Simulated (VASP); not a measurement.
# Ta3N (C2/m) in VASP: single point with PBE

Aim: the single point of Ta3N with PBE.

Everything below comes from runs of VASP 6.6.1. Logs are shortened: lines on timing, memory, paths and dates and some standing lists are left out, and cuts for length are marked.

## (1) The cell of the first run

Symmetry: C2/m, No. 12, monoclinic system. The conventional cell has a = 5.234 Å, b = 3.022 Å, c = 7.558 Å, α = 90.00°, β = 91.72°, γ = 90.00°. Ta (site symmetry 2/m) has 12 Ta at 2.98 to 3.04 Å and 2 N at 3.78 Å within 3.9 Å. Ta (site symmetry m) has 3 N at 2.17 to 2.21 Å and 12 Ta at 2.98 to 3.17 Å within 3.2 Å. N (site symmetry 2/m) has 6 Ta at 2.17 to 2.21 Å within 2.9 Å.

## (2) Single point, PBE (strain +0.0300 x Voigt [0, 0, 0, 1, 0, 0])

Contents of INCAR:

```
PREC     = Accurate       # precision mode
ENCUT    = 520            # plane-wave cutoff, eV
EDIFF    = 1E-6           # SCF threshold, eV
ISMEAR   = 0              # smearing method
SIGMA    = 0.15           # smearing width, eV
LREAL    = False          # projectors in reciprocal space
LASPH    = True           # aspherical terms in the spheres
NELM     = 80             # most SCF steps
ALGO     = Normal         # electronic algorithm
ISIF     = 2              # what is computed and relaxed
LWAVE    = False          # write WAVECAR
LCHARG   = True           # write CHGCAR
GGA      = PE             # functional
LELF     = True           # ELF
LVHAR    = True         
NBANDS   = 27             # bands
```

Contents of KPOINTS:

```
regular mesh
0
Gamma
  18 18 6
```

Contents of POSCAR:

```
Ta3N
1.0
    3.0217748255      0.0000000000      0.0000000000
   -1.5108874128      2.6169337634      0.0392540065
    0.0000000000      0.1133638228      7.5575881873
Ta N
3 1
Direct
    0.0000000000      0.0000000000      0.5000000000
    0.3333333333      0.6666666667      0.1735950547
    0.6666666667      0.3333333333      0.8264049453
    0.0000000000      0.0000000000      0.0000000000
```

Potentials or basis: VASP PAW PBE potentials, release 64 (Ta_pv, N).

On the command line:

```console
$ cat potpaw_PBE.64/Ta_pv/POTCAR potpaw_PBE.64/N/POTCAR > POTCAR
$ mpirun -np 1 vasp_std > vasp.out
```

OUTCAR:

```text
PREC = Accurate
   ENCUT = 520
   EDIFF = 1E-6
   ISMEAR = 0
   LREAL = False
   LASPH = True
   NELM = 80
   ISIF = 2
   GGA = PE

 ion  position               nearest neighbor table
   1  0.000  0.000  0.500-   2 2.98   3 2.98   3 3.04   2 3.04   3 3.04   2 3.04
   2  0.333  0.667  0.174-   4 2.17   4 2.17   4 2.21   1 2.98   1 3.04   1 3.04   3 3.11   3 3.17
                             3 3.17
   3  0.667  0.333  0.826-   4 2.17   4 2.17   4 2.21   1 2.98   1 3.04   1 3.04   2 3.11   2 3.17
                             2 3.17
   4  0.000  0.000  0.000-   2 2.17   3 2.17   3 2.17   2 2.17   3 2.21   2 2.21

  LATTYP: Found a base centered monoclinic cell.
 ALAT       =     5.2344563038
 B/A-ratio  =     0.5772853282
 C/A-ratio  =     1.4439777370
 COS(beta)  =    -0.0299932515

  Lattice vectors:

 A1 = (  -1.5108874127,  -2.6169337634,  -0.0392540065)
 A2 = (   1.5108874128,  -2.6169337634,  -0.0392540065)
 A3 = (   0.0000000000,   0.1133638228,   7.5575881873)

Analysis of symmetry for initial positions (statically):
=====================================================================
 Subroutine PRICEL returns:
 Original cell was already a primitive cell.

 Routine SETGRP: Setting up the symmetry group for a
 base centered monoclinic supercell.

 Subroutine GETGRP returns: Found  4 space group operations
 (whereof  4 operations were pure point group operations)
 out of a pool of  4 trial point group operations.

The static configuration has the point symmetry C_2h.

Analysis of symmetry for dynamics (positions and initial velocities):
=====================================================================
 Subroutine PRICEL returns:
 Original cell was already a primitive cell.

 Routine SETGRP: Setting up the symmetry group for a
 base centered monoclinic supercell.

 Subroutine GETGRP returns: Found  4 space group operations
 (whereof  4 operations were pure point group operations)
 out of a pool of  4 trial point group operations.

The dynamic configuration has the point symmetry C_2h.

 Subroutine INISYM returns: Found  4 space group operations
 (whereof  4 operations are pure point group operations),
 and found     1 'primitive' translations

----------------------------------------------------------------------------------------

                                     Primitive cell

  volume of cell :      59.7503

  direct lattice vectors                    reciprocal lattice vectors
     3.021774826  0.000000000  0.000000000     0.330931343  0.191106299 -0.002866594
    -1.510887413  2.616933763  0.039254007     0.000000000  0.382212597 -0.005733189
     0.000000000  0.113363823  7.557588187     0.000000000 -0.001985207  0.132347123

  length of vectors
     3.021774826  3.022029777  7.558438368     0.382158852  0.382255594  0.132362011

  position of ions in fractional coordinates (direct lattice)
     1.000000000  0.000000000  0.500000000
     0.333333333  0.666666667  0.173595055
     0.666666667  0.333333333  0.826404945
     0.000000000  0.000000000  0.000000000

  ion indices of the primitive-cell ions
   primitive index   ion index
                 1           1
                 2           2
                 3           3
                 4           4

----------------------------------------------------------------------------------------

 KPOINTS: regular mesh

Automatic generation of k-mesh.
 Grid dimensions read from file:
 generate k-points for:   18   18    6

 Generating k-lattice:

  Cartesian coordinates                     Fractional coordinates (reciprocal lattice)
     0.018385075  0.010617017 -0.000159255     0.055555556 -0.000000000 -0.000000000
     0.000000000  0.021234033 -0.000318510     0.000000000  0.055555556  0.000000000
     0.000000000 -0.000330868  0.022057854     0.000000000  0.000000000  0.166666667

  Length of vectors
     0.021231047  0.021236422  0.022060335

  Shift w.r.t. Gamma in fractional coordinates (k-lattice)
     0.000000000  0.000000000  0.000000000

 Subroutine IBZKPT returns following result:
 ===========================================

 Found    524 irreducible k-points:

 Following reciprocal coordinates:
            Coordinates               Weight
  0.000000  0.000000  0.000000      1.000000
  0.055556 -0.000000 -0.000000      4.000000
  0.111111 -0.000000 -0.000000      4.000000
  0.166667 -0.000000 -0.000000      4.000000
  0.222222 -0.000000 -0.000000      4.000000
  0.277778 -0.000000 -0.000000      4.000000
[... 16 lines left out ...]
 -0.333333  0.055556  0.000000      4.000000
 -0.277778  0.055556  0.000000      4.000000
 [... further k-points ...]
   k-points           NKPTS =    524   k-points in BZ     NKDIM =    524   number of bands    NBANDS=     27
   number of dos      NEDOS =    301   number of ions     NIONS =      4
   total plane-waves  NPLWV =  32256
   dimension x,y,z NGX =    24 NGY =   24 NGZ =   56
   dimension x,y,z NGXF=    48 NGYF=   48 NGZF=  112
   ions per type =               3   1
   NGX,Y,Z   is equivalent  to a cutoff of  13.20, 13.20, 12.32 a.u.
   NGXF,Y,Z  is equivalent  to a cutoff of  26.41, 26.41, 24.63 a.u.
 SYSTEM =  unknown system
   PREC   = accura    normal or accurate (medium, high low for compatibility)
   ISTART =      0    job   : 0-new  1-cont  2-samecut
   ICHARG =      2    charge: 1-file 2-atom 10-const
   ISPIN  =      1    spin polarized calculation?
   LNONCOLLINEAR =      F non collinear calculations
   LSORBIT =      F    spin-orbit coupling
   LASPH  =      T    aspherical Exc in radial PAW
   ENCUT  =  520.0 eV  38.22 Ry    6.18 a.u.   5.62  5.62 14.05*2*pi/ulx,y,z
   NELM   =     80;   NELMIN=  2; NELMDL= -5     # of ELM steps
   EDIFF  = 0.1E-05   stopping-criterion for ELM
   LREAL  =      F    real-space projection
   EDIFFG = 0.1E-04   stopping-criterion for IOM
   NSW    =      0    number of steps for IOM
   IBRION =     -1    ionic relax: 0-MD 1-quasi-New 2-CG
   NFREE  =      0    steps in history (QN), initial steepest desc. (CG)
   ISIF   =      2    stress and relaxation
   ISYM   =      2    0-nonsym 1-usesym 2-fastsym
   POTIM  = 0.5000    time-step for ionic-motion
   TEBEG  =    0.0;   TEEND  =   0.0 temperature during run
   PSTRESS=    0.0 pullay stress
   NELECT =      38.0000    total number of electrons
   NUPDOWN=      -1.0000    fix difference up-down
   EMIN   =  10.00;   EMAX   =-10.00  energy-range for DOS
   EFERMI =   0.00;   METHOD = LEGACY
   ISMEAR =     0;   SIGMA  =   0.15  broadening in eV -4-tet -1-fermi 0-gaus
   EFERMI_NEDOS =   21; number of points for ismear=-14 and -15
   IALGO  =     38    algorithm
   IMIX   =      4    mixing-type and parameters
     AMIX     =   0.40;   BMIX     =  1.00
     AMIX_MAG =   1.60;   BMIX_MAG =  1.00
  volume/ion in A,a.u.               =      14.94       100.80
  Fermi-wavevector in a.u.,A,eV,Ry     =   1.407848  2.660448 26.967256  1.982037
  Thomas-Fermi vector in A             =   2.530066
   LORBIT       =      0    0 simple, 1 ext, 2 COOP (PROOUT), +10 PAW based schemes
   GGA     = PE    functional components
   LHFCALC =     F    Hartree Fock is set to
   AEXX    =    0.0000 exact exchange contribution
   IVDW    =     0    specifies the selected vdW correction
   LEPSILON=     F    determine dielectric tensor
   LRPA    =     F    only Hartree local field effects (RPA)
 non-spin polarized calculation
 Gauss-broadening in eV      SIGMA  =   0.15
  energy-cutoff  :      520.00
  volume of cell :       59.75
 maximum number of plane-waves:      1636
   NGX = 11   NGY = 11   NGZ = 29

 number of electron      37.9999997 magnetization

 Free energy of the ion-electron system (eV)
  ---------------------------------------------------
  ext. energy  EPLUGINS =         0.00000000
  ---------------------------------------------------
  free energy    TOTEN  =       -45.63063682 eV

  energy without entropy =      -45.59411713  energy(sigma->0) =      -45.61237698

 E-fermi :   6.6489     XC(G=0): -12.7001

 val. band max:        6.6477503295   @ k =   0.3889   0.1667   0.1667
 cond. band min:       6.6510083811   @ k =   0.2222   0.3333   0.1667
 fundamental gap:      0.0032580516
 Fermi energy:         6.6488851343

 k-point     1 :       0.0000    0.0000    0.0000
  band No.  band energies     occupation
      1     -28.5231      2.00000
      2     -28.2262      2.00000
      3     -27.8896      2.00000
      4     -27.8873      2.00000
      5     -27.8693      2.00000
      6     -27.8516      2.00000
[... 19 lines left out ...]
     26       9.0884      0.00000
     27      10.0544      0.00000

 k-point     2 :       0.0556   -0.0000   -0.0000
  band No.  band energies     occupation
      1     -28.5181      2.00000
      2     -28.2231      2.00000
      3     -27.9138      2.00000
      4     -27.8955      2.00000
      5     -27.8876      2.00000
      6     -27.8576      2.00000
[... 19 lines left out ...]
     26       9.2565      0.00000
     27      10.2473      0.00000

 k-point     3 :       0.1111   -0.0000   -0.0000
  band No.  band energies     occupation
      1     -28.5043      2.00000
      2     -28.2158      2.00000
      3     -27.9809      2.00000
      4     -27.9486      2.00000
      5     -27.9145      2.00000
      6     -27.8700      2.00000
[... 19 lines left out ...]
     26       9.5773      0.00000
     27      10.5771      0.00000

 k-point     4 :       0.1667   -0.0000   -0.0000
  band No.  band energies     occupation
      1     -28.4857      2.00000
      2     -28.2164      2.00000
      3     -28.0701      2.00000
      4     -28.0384      2.00000
      5     -27.9434      2.00000
      6     -27.8885      2.00000
[... 19 lines left out ...]
     26       9.9359      0.00000
     27      10.8219      0.00000
[... 516 lines left out ...]
      4     -28.0858      2.00000
      5     -28.0690      2.00000
      6     -27.9877      2.00000
[... 19 lines left out ...]
     26      11.1262      0.00000
     27      11.3726      0.00000

 k-point    23 :      -0.3333    0.0556    0.0000
  band No.  band energies     occupation
      1     -28.5050      2.00000
      2     -28.4285      2.00000
      3     -28.2697      2.00000
      4     -28.1000      2.00000
      5     -28.0381      2.00000
      6     -27.9634      2.00000
[... 19 lines left out ...]
     26      10.7824      0.00000
     27      11.1715      0.00000

 k-point    24 :      -0.2778    0.0556    0.0000
  band No.  band energies     occupation
      1     -28.4695      2.00000
      2     -28.3222      2.00000
      3     -28.2111      2.00000
      4     -28.1120      2.00000
      5     -28.0003      2.00000
      6     -27.9361      2.00000
[... 19 lines left out ...]
     26      10.4144      0.00000
     27      11.0674      0.00000

 [... further k-points ...]

------------------------ aborting loop because EDIFF is reached ----------------------------------------

  FORCE on cell =-STRESS in cart. coord.  units (eV):
  Direction    XX          YY          ZZ          XY          YZ          ZX
  --------------------------------------------------------------------------------------
  -------------------------------------------------------------------------------------
  Total       -0.0056877      0.3098435      0.2091888     -0.0000000      0.0107108     -0.0000000
  in kB       -0.1525128      8.3083081      5.6093005     -0.0000000      0.2872062     -0.0000000
  external PRESSURE =       4.5883652 kB  Pullay stress =       0.0000000 kB

 VOLUME and BASIS-vectors are now :
 -----------------------------------------------------------------------------
  energy-cutoff  :      520.00
  volume of cell :       59.75
      direct lattice vectors                 reciprocal lattice vectors
     3.021774826  0.000000000  0.000000000     0.330931343  0.191106299 -0.002866594
    -1.510887413  2.616933763  0.039254007     0.000000000  0.382212597 -0.005733189
     0.000000000  0.113363823  7.557588187     0.000000000 -0.001985207  0.132347123

 POSITION                                       TOTAL-FORCE (eV/Angst)
 -----------------------------------------------------------------------------------
      0.00000      0.05668      3.77879         0.000000      0.000000      0.000000
     -0.00000      1.76430      1.33813         0.000000     -0.180868      0.071700
      1.51089      0.96600      6.25871        -0.000000      0.180868     -0.071700
      0.00000      0.00000      0.00000        -0.000000      0.000000      0.000000
 -----------------------------------------------------------------------------------
    total drift:                                0.000000     -0.000000     -0.000000

  FREE ENERGIE OF THE ION-ELECTRON SYSTEM (eV)
  ---------------------------------------------------
  free  energy   TOTEN  =       -45.6306368204 eV

  energy  without entropy=      -45.5941171298  energy(sigma->0) =      -45.61237698
```

It took 7.2 min on 1 thread of Intel Xeon 6975P-C (Granite Rapids), shared host; peak memory 0.73 GiB.

Results:

* Free energy: -45.6306 eV
* Pressure: 0.5 GPa
* Largest force: 0.195 eV/Å
* Band gap on the k mesh: zero (bands 19 and 20 overlap by 0.83 eV)

Forces in eV/Å, atoms in the order of the input:
```
Ta   0.000  0.000  0.000
Ta   0.000 -0.181  0.072
Ta   0.000  0.181 -0.072
N    0.000  0.000  0.000
```

Levels at points of the mesh, in eV from the Fermi level:
```tsv
k point	band 16	band 17	band 18	band 19	band 20	band 21	band 22	band 23
(0.00, 0.00, 0.00)	-1.42	-0.58	-0.45	-0.21	0.34	0.34	0.91	1.74
(0.50, 0.00, 0.00)	-3.12	-1.20	-0.48	0.06	0.76	0.99	3.54	3.97
(0.00, 0.50, 0.00)	-3.08	-1.05	-0.60	0.31	0.73	0.78	3.60	4.03
(0.00, 0.00, 0.50)	-1.28	-1.17	-0.26	-0.20	0.57	0.60	1.19	1.28
(0.50, 0.00, 0.50)	-2.92	-1.33	-1.24	0.24	0.83	1.36	2.44	4.41
(0.00, 0.50, 0.50)	-2.85	-1.28	-1.24	0.02	0.98	1.38	2.42	4.47
```

Caveat: the cell differs from its parent crystal (strain +0.0300 x Voigt [0, 0, 0, 1, 0, 0]); spin-orbit coupling is left out, which moves the levels of the heavy elements.
